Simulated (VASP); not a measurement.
# MgO (P6_3mc) in VASP: further runs, part 2 of 2

VASP 6.6.1.

**5. Single point, LDA**

This run uses another cell than the first one, of 12.28 Å³/atom, 1.095 times its volume.

File INCAR:

```
ALGO = Normal
EDIFF = 1E-6
ENCUT = 520
GGA = CA
ISIF = 2
ISMEAR = 0
LASPH = T
LCHARG = F
LREAL = F
LWAVE = F
NBANDS = 16
NELM = 100
PREC = Accurate
SIGMA = 0.01
```

File KPOINTS:

```
k-points
0
Gamma
  7 7 4
```

File POSCAR:

```
MgO
1.0
    3.3513155049      0.0000000000      0.0000000000
   -1.6756572459      2.9023247966      0.0000000000
    0.0000000000      0.0000000000      5.0484537564
Mg O
2 2
Direct
    0.3333333333      0.6666666667      0.0021600000
    0.6666666667      0.3333333333      0.5021600000
    0.3333333333      0.6666666667      0.4024400000
    0.6666666667      0.3333333333      0.9024400000
```

Potentials or basis: VASP PAW LDA potentials, release 64 (Mg, O).

On the command line:

```sh
> cat potpaw_LDA.64/Mg/POTCAR potpaw_LDA.64/O/POTCAR > POTCAR
> mpirun -np 1 vasp_std > vasp.out
```

OUTCAR:

```text
EDIFF = 1E-6
   ENCUT = 520
   GGA = CA
   ISIF = 2
   ISMEAR = 0
   LASPH = T
   LREAL = F
   NELM = 100
   PREC = Accurate

 ion  position               nearest neighbor table
   1  0.333  0.667  0.002-   4 2.00   4 2.00   4 2.00   3 2.02   2 3.18   2 3.18   2 3.18   2 3.18
                             2 3.18   2 3.18
   2  0.667  0.333  0.502-   3 2.00   3 2.00   3 2.00   4 2.02   1 3.18   1 3.18   1 3.18   1 3.18
                             1 3.18   1 3.18
   3  0.333  0.667  0.402-   2 2.00   2 2.00   2 2.00   1 2.02
   4  0.667  0.333  0.902-   1 2.00   1 2.00   1 2.00   2 2.02

  LATTYP: Found a hexagonal cell.
 ALAT       =     3.3513155049
 C/A-ratio  =     1.5064095723

  Lattice vectors:

 A1 = (   3.3513155049,   0.0000000000,   0.0000000000)
 A2 = (  -1.6756572459,   2.9023247966,   0.0000000000)
 A3 = (   0.0000000000,   0.0000000000,   5.0484537564)

Analysis of symmetry for initial positions (statically):
=====================================================================
 Subroutine PRICEL returns:
 Original cell was already a primitive cell.
[... 177 lines left out ...]

 val. band max:        0.6110284416   @ k =   0.0000   0.0000   0.0000
 cond. band min:       3.7579516908   @ k =   0.0000   0.0000   0.0000
 fundamental gap:      3.1469232492
 Fermi energy:         0.7365578939

 k-point     1 :       0.0000    0.0000    0.0000
  band No.  band energies     occupation
      1     -15.2419      2.00000
      2     -14.4490      2.00000
      3      -2.6198      2.00000
      4      -0.1647      2.00000
      5      -0.1647      2.00000
      6       0.1771      2.00000
[... 433 lines left out ...]
      3      -2.1197      2.00000
      4      -2.1197      2.00000
      5      -1.2654      2.00000
      6      -1.2654      2.00000
[... 8 lines left out ...]
     15      15.8661      0.00000
     16      15.8661      0.00000

------------------------ aborting loop because EDIFF is reached ----------------------------------------

  FORCE on cell =-STRESS in cart. coord.  units (eV):
  Direction    XX          YY          ZZ          XY          YZ          ZX
  --------------------------------------------------------------------------------------
  -------------------------------------------------------------------------------------
  Total       -3.0620709     -3.0620718     -2.6271920     -0.0000005      0.0000000      0.0000000
  in kB      -99.9093445    -99.9093743    -85.7201040     -0.0000174      0.0000000      0.0000000
  external PRESSURE =     -95.1796076 kB  Pullay stress =       0.0000000 kB

 VOLUME and BASIS-vectors are now :
 -----------------------------------------------------------------------------
  energy-cutoff  :      520.00
  volume of cell :       49.10
      direct lattice vectors                 reciprocal lattice vectors
     3.351315505  0.000000000  0.000000000     0.298390288  0.172275636  0.000000000
    -1.675657246  2.902324797  0.000000000     0.000000000  0.344551375  0.000000000
     0.000000000  0.000000000  5.048453756     0.000000000  0.000000000  0.198080452

 POSITION                                       TOTAL-FORCE (eV/Angst)
 -----------------------------------------------------------------------------------
      0.00000      1.93488      0.01090        -0.000000      0.000000      0.085363
      1.67566      0.96744      2.53513        -0.000000     -0.000000      0.085363
      0.00000      1.93488      2.03170        -0.000000     -0.000000     -0.085363
      1.67566      0.96744      4.55593         0.000000     -0.000000     -0.085363
 -----------------------------------------------------------------------------------
    total drift:                               -0.000000      0.000000     -0.000299

  FREE ENERGIE OF THE ION-ELECTRON SYSTEM (eV)
  ---------------------------------------------------
  free  energy   TOTEN  =       -26.1412902473 eV

  energy  without entropy=      -26.1412902473  energy(sigma->0) =      -26.14129025
```

OSZICAR:

```text
N       E                     dE             d eps       ncg     rms          rms(c)
DAV:   1     0.553694430900E+02    0.55369E+02   -0.74564E+03   768   0.879E+02
DAV:   2    -0.264699709527E+02   -0.81839E+02   -0.76079E+02  1056   0.194E+02
DAV:   3    -0.303618959444E+02   -0.38919E+01   -0.38849E+01   888   0.436E+01
DAV:   4    -0.303782005178E+02   -0.16305E-01   -0.16304E-01   952   0.331E+00
DAV:   5    -0.303782799018E+02   -0.79384E-04   -0.79384E-04   848   0.215E-01    0.113E+01
DAV:   6    -0.263462793374E+02    0.40320E+01   -0.12078E+01   776   0.256E+01    0.407E+00
DAV:   7    -0.262101604538E+02    0.13612E+00   -0.25504E-01   768   0.387E+00    0.213E+00
DAV:   8    -0.261440540291E+02    0.66106E-01   -0.13161E-01   816   0.350E+00    0.520E-01
DAV:   9    -0.261413777657E+02    0.26763E-02   -0.34157E-03   904   0.498E-01    0.195E-01
DAV:  10    -0.261412924110E+02    0.85355E-04   -0.57579E-04   808   0.200E-01    0.128E-02
DAV:  11    -0.261412910414E+02    0.13696E-05   -0.14360E-05   952   0.268E-02    0.119E-02
DAV:  12    -0.261412902473E+02    0.79419E-06   -0.21240E-06   792   0.125E-02
   1 F= -.26141290E+02 E0= -.26141290E+02  d E =-.105826E-72
```

Wall time 29 s (1 thread of AMD EPYC 7R43 (Zen 3), shared host); peak memory 0.13 GiB.

What came out:

```yaml
Free_energy: -26.1413 eV
Pressure: -9.5 GPa
Largest_force: 0.085 eV/Å
Band_gap_on_the_k_mesh: 3.15 eV, direct
```

Forces on the atoms (eV/Å):
```
Mg   0.000  0.000  0.085
Mg   0.000  0.000  0.085
O    0.000  0.000 -0.085
O    0.000  0.000 -0.085
```

Levels at points of the mesh, in eV from the valence-band top:
```tsv
k point	band 6	band 7	band 8	band 9	band 10	band 11
(0.00, 0.00, 0.00)	-0.43	-0.43	0.00	3.15	8.03	9.86
(0.00, 0.00, 0.50)	-0.61	-0.61	-0.61	5.62	5.62	12.63
```

LDA gaps usually lie below the measured ones, often by a third to a half.

**6. Single point, LDA**

This run uses another cell than the first one, of 12.63 Å³/atom, 1.126 times its volume.

File INCAR:

```
PREC = Accurate
ENCUT = 520
EDIFF = 1E-6
ISMEAR = 0
SIGMA = 0.01
LREAL = F
LASPH = T
NELM = 60
ALGO = Normal
ISIF = 2
LWAVE = F
LCHARG = F
GGA = CA
NBANDS = 16
```

File KPOINTS:

```
Automatic mesh
0
Gamma
  7 7 4
```

File POSCAR:

```
MgO
1.0
    3.3832347165      0.0000000000      0.0000000000
   -1.6916168468      2.9299676489      0.0000000000
    0.0000000000      0.0000000000      5.0965371623
Mg O
2 2
Direct
    0.3333333333      0.6666666667      0.0021600000
    0.6666666667      0.3333333333      0.5021600000
    0.3333333333      0.6666666667      0.4024400000
    0.6666666667      0.3333333333      0.9024400000
```

Potentials or basis: VASP PAW LDA potentials, release 64 (Mg, O).

On the command line:

```sh
> cat potpaw_LDA.64/Mg/POTCAR potpaw_LDA.64/O/POTCAR > POTCAR
> mpirun -np 1 vasp_std > vasp.out
```

OUTCAR:

```text
PREC = Accurate
   ENCUT = 520
   EDIFF = 1E-6
   ISMEAR = 0
   LREAL = F
   LASPH = T
   NELM = 60
   ISIF = 2
   GGA = CA

 ion  position               nearest neighbor table
   1  0.333  0.667  0.002-   4 2.02   4 2.02   4 2.02   3 2.04   2 3.21   2 3.21   2 3.21   2 3.21
                             2 3.21   2 3.21
   2  0.667  0.333  0.502-   3 2.02   3 2.02   3 2.02   4 2.04   1 3.21   1 3.21   1 3.21   1 3.21
                             1 3.21   1 3.21
   3  0.333  0.667  0.402-   2 2.02   2 2.02   2 2.02   1 2.04
   4  0.667  0.333  0.902-   1 2.02   1 2.02   1 2.02   2 2.04

  LATTYP: Found a hexagonal cell.
 ALAT       =     3.3832347165
 C/A-ratio  =     1.5064095723

  Lattice vectors:

 A1 = (   3.3832347165,   0.0000000000,   0.0000000000)
 A2 = (  -1.6916168468,   2.9299676489,   0.0000000000)
 A3 = (   0.0000000000,   0.0000000000,   5.0965371623)

Analysis of symmetry for initial positions (statically):
=====================================================================
 Subroutine PRICEL returns:
 Original cell was already a primitive cell.

 Routine SETGRP: Setting up the symmetry group for a
 hexagonal supercell.

 Subroutine GETGRP returns: Found 12 space group operations
 (whereof  6 operations were pure point group operations)
 out of a pool of 24 trial point group operations.

The static configuration has the point symmetry C_3v.
 The point group associated with its full space group is C_6v.

Analysis of symmetry for dynamics (positions and initial velocities):
=====================================================================
 Subroutine PRICEL returns:
 Original cell was already a primitive cell.

 Routine SETGRP: Setting up the symmetry group for a
 hexagonal supercell.

 Subroutine GETGRP returns: Found 12 space group operations
[... 124 lines left out ...]
   IALGO  =     38    algorithm
   IMIX   =      4    mixing-type and parameters
     AMIX     =   0.40;   BMIX     =  1.00
     AMIX_MAG =   1.60;   BMIX_MAG =  1.00
  volume/ion in A,a.u.               =      12.63        85.23
  Fermi-wavevector in a.u.,A,eV,Ry     =   1.115899  2.108743 16.942382  1.245230
  Thomas-Fermi vector in A             =   2.252508
   LORBIT       =      0    0 simple, 1 ext, 2 COOP (PROOUT), +10 PAW based schemes
   GGA     = CA    functional components
   LHFCALC =     F    Hartree Fock is set to
   AEXX    =    0.0000 exact exchange contribution
   IVDW    =     0    specifies the selected vdW correction
   LEPSILON=     F    determine dielectric tensor
   LRPA    =     F    only Hartree local field effects (RPA)
 non-spin polarized calculation
 Gauss-broadening in eV      SIGMA  =   0.01
  energy-cutoff  :      520.00
  volume of cell :       50.52
 maximum number of plane-waves:      1381
 NGX is ok and might be reduce to    28
   NGX = 13   NGY = 13   NGZ = 19

 number of electron      16.0000005 magnetization

 Free energy of the ion-electron system (eV)
  ---------------------------------------------------
  ext. energy  EPLUGINS =         0.00000000
  ---------------------------------------------------
  free energy    TOTEN  =       -26.04661088 eV

  energy without entropy =      -26.04661088  energy(sigma->0) =      -26.04661088

 E-fermi :   0.5029     XC(G=0):  -9.9765

 val. band max:        0.4622488583   @ k =   0.0000   0.0000   0.0000
 cond. band min:       3.4614525037   @ k =   0.0000   0.0000   0.0000
 fundamental gap:      2.9992036454
 Fermi energy:         0.5029308152

 k-point     1 :       0.0000    0.0000    0.0000
  band No.  band energies     occupation
      1     -15.3012      2.00000
      2     -14.5545      2.00000
      3      -2.6829      2.00000
      4      -0.2961      2.00000
      5      -0.2961      2.00000
      6       0.0406      2.00000
[... 433 lines left out ...]
      3      -2.2056      2.00000
      4      -2.2056      2.00000
      5      -1.3633      2.00000
      6      -1.3633      2.00000
[... 8 lines left out ...]
     15      15.5093      0.00000
     16      15.5093      0.00000

------------------------ aborting loop because EDIFF is reached ----------------------------------------

  FORCE on cell =-STRESS in cart. coord.  units (eV):
  Direction    XX          YY          ZZ          XY          YZ          ZX
  --------------------------------------------------------------------------------------
  -------------------------------------------------------------------------------------
  Total       -4.0066439     -4.0066451     -3.4210635     -0.0000007      0.0000000      0.0000000
  in kB     -127.0636070   -127.0636449   -108.4929631     -0.0000222      0.0000000      0.0000000
  external PRESSURE =    -120.8734050 kB  Pullay stress =       0.0000000 kB

 VOLUME and BASIS-vectors are now :
 -----------------------------------------------------------------------------
  energy-cutoff  :      520.00
  volume of cell :       50.52
      direct lattice vectors                 reciprocal lattice vectors
     3.383234717  0.000000000  0.000000000     0.295575118  0.170650297  0.000000000
    -1.691616847  2.929967649  0.000000000     0.000000000  0.341300697  0.000000000
     0.000000000  0.000000000  5.096537162     0.000000000  0.000000000  0.196211657

 POSITION                                       TOTAL-FORCE (eV/Angst)
 -----------------------------------------------------------------------------------
      0.00000      1.95331      0.01101        -0.000000      0.000000      0.109796
      1.69162      0.97666      2.55928         0.000000      0.000000      0.109796
      0.00000      1.95331      2.05105         0.000000      0.000000     -0.109796
      1.69162      0.97666      4.59932        -0.000000      0.000000     -0.109796
 -----------------------------------------------------------------------------------
    total drift:                               -0.000000      0.000000     -0.000612

  FREE ENERGIE OF THE ION-ELECTRON SYSTEM (eV)
  ---------------------------------------------------
  free  energy   TOTEN  =       -26.0466108803 eV

  energy  without entropy=      -26.0466108803  energy(sigma->0) =      -26.04661088
```

OSZICAR:

```text
N       E                     dE             d eps       ncg     rms          rms(c)
DAV:   1     0.577099394037E+02    0.57710E+02   -0.73642E+03   768   0.880E+02
DAV:   2    -0.257811852433E+02   -0.83491E+02   -0.76121E+02  1048   0.187E+02
DAV:   3    -0.302423919941E+02   -0.44612E+01   -0.44502E+01   864   0.459E+01
DAV:   4    -0.302616556286E+02   -0.19264E-01   -0.19263E-01   944   0.358E+00
DAV:   5    -0.302617501896E+02   -0.94561E-04   -0.94561E-04   856   0.237E-01    0.113E+01
DAV:   6    -0.262623069771E+02    0.39994E+01   -0.12250E+01   776   0.256E+01    0.418E+00
DAV:   7    -0.261167094052E+02    0.14560E+00   -0.28119E-01   768   0.404E+00    0.214E+00
DAV:   8    -0.260495019685E+02    0.67207E-01   -0.13951E-01   808   0.358E+00    0.530E-01
DAV:   9    -0.260466947188E+02    0.28072E-02   -0.35022E-03   920   0.503E-01    0.197E-01
DAV:  10    -0.260466127076E+02    0.82011E-04   -0.59408E-04   792   0.203E-01    0.129E-02
DAV:  11    -0.260466118533E+02    0.85438E-06   -0.12771E-05   952   0.249E-02    0.127E-02
DAV:  12    -0.260466108803E+02    0.97296E-06   -0.25149E-06   784   0.135E-02
   1 F= -.26046611E+02 E0= -.26046611E+02  d E =-.186854E-11
```

stdout:

```text
POSCAR found type information on POSCAR MgO
 POSCAR found :  2 types and       4 ions
 scaLAPACK will be used
 LDA part: xc-table for (Slater(with rela. corr.)+CA(PZ))
 , standard interpolation
 POSCAR, INCAR and KPOINTS ok, starting setup
 FFT: planning ... GRIDC
 FFT: planning ... GRID_SOFT
 FFT: planning ... GRID
 WAVECAR not read
 entering main loop
```

It took 36 s on 1 thread of AMD EPYC 7R43 (Zen 3), shared host; peak memory 0.12 GiB.

What came out:

| Quantity | Value |
| --- | --- |
| Free energy | -26.0466 eV |
| Pressure | -12.1 GPa |
| Largest force | 0.110 eV/Å |
| Band gap on the k mesh | 3.00 eV, direct |

Forces on the atoms (eV/Å):
```
Mg   0.000  0.000  0.110
Mg   0.000  0.000  0.110
O    0.000  0.000 -0.110
O    0.000  0.000 -0.110
```

**7. Overview**

```csv
cell,gap on the mesh (eV),pressure (GPa),largest force (eV/Å)
"a = 3.252, b = 3.252, c = 4.898 Å, angles 90.0, 90.0, 120.0°, 4 atoms",3.64,1.2,0.01
"a = 3.286, b = 3.286, c = 4.949 Å, angles 90.0, 90.0, 120.0°, 4 atoms",3.47,-3.0,0.03
"a = 3.319, b = 3.319, c = 4.999 Å, angles 90.0, 90.0, 120.0°, 4 atoms",3.30,-6.5,0.06
"a = 3.351, b = 3.351, c = 5.048 Å, angles 90.0, 90.0, 120.0°, 4 atoms",3.15,-9.5,0.09
"a = 3.383, b = 3.383, c = 5.097 Å, angles 90.0, 90.0, 120.0°, 4 atoms",3.00,-12.1,0.11
```

Alike in all rows: task single point; level LDA; potentials or basis VASP PAW LDA potentials, release 64 (Mg, O); no spin polarisation; k mesh 7 × 7 × 4; cutoff (eV) 520; smearing gaussian 0.01 eV.

Absolute energies hang on the potentials; compare differences alone.
